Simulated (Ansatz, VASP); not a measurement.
Two plane-wave programs on SnO

```
Sn O
1.0
     3.82015    0.00030    0.00000
    -0.00031    3.82015    0.00000
     0.00000    0.00000   22.22608
Sn O
4 4
Direct
  0.99995 0.99995 0.20246
  0.49995 0.49995 0.30878
  0.62495 0.74995 0.50675
  0.12495 0.24995 0.61307
  0.99995 0.49995 0.25562
  0.49995 0.99995 0.25562
  0.62494 0.24994 0.55991
  0.12494 0.74994 0.55991
```

Alike in both runs: task single point; functional PBE; dispersion D3(BJ); k mesh 7 × 7 × 1; occupations gaussian, width 0.05 eV; no spin polarisation.

```csv
,VASP,Ansatz
version,VASP 6.6.1,Ansatz 0.2.0
potentials or method,"VASP PAW PBE potentials, release 64 (Sn_d, O), cutoff 520 eV","scalar-relativistic, plane waves, PAW"
valence electrons in the cell,80,80
```

Ansatz gave:

* gap on the k mesh at the Fermi level (eV): 2.62
* least direct gap on the mesh (eV): 2.65
* rms of the force components (eV/Å): 0.011

Problem. Which values does VASP return?

Solution. gap on the k mesh at the Fermi level (eV): 2.57; least direct gap on the mesh (eV): 2.60; rms of the force components (eV/Å): 0.043.
